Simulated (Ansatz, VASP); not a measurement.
## One calculation of Nb3C, two programs

```
CELL_PARAMETERS angstrom
5.32249 0.00000 0.00000
-2.66125 4.60941 0.00000
0.00000 0.00000 4.80787
ATOMIC_POSITIONS crystal
Nb 0.33570 0.16785 0.75000
Nb 0.83215 0.66430 0.75000
Nb 0.16785 0.83215 0.25000
Nb 0.66430 0.83215 0.25000
Nb 0.16785 0.33570 0.25000
Nb 0.83215 0.16785 0.75000
C 0.66667 0.33333 0.25000
C 0.33333 0.66667 0.75000
```

Change from the starting cell: species swapped into the Pm3Al type (P6_3/mmc, No. 194).

Alike in both runs: task relaxation of cell and atoms; functional PBE; k mesh 6 × 6 × 4; occupations gaussian, width 0.1 eV; no spin polarisation.

```csv
,VASP,Ansatz
version,VASP 6.6.1,Ansatz 0.2.0
potentials or method,"VASP PAW PBE potentials, release 64 (Nb_sv, C), cutoff 600 eV","scalar-relativistic, plane waves, PAW"
valence electrons in the cell,86,86
```

VASP gave:

| Quantity | Value |
| --- | --- |
| gap on the k mesh at the Fermi level, each at its own relaxed structure (eV) | none |
| relaxed volume (Å³/atom) | 14.70 |
| relaxed cell length with the largest relative difference (Å) | 4.751 |

Estimate Ansatz's values.

gap on the k mesh at the Fermi level, each at its own relaxed structure (eV): none; relaxed volume (Å³/atom): 14.72; relaxed cell length with the largest relative difference (Å): 4.756.

A gap of «none» marks a metal or a gap that the smearing closes.
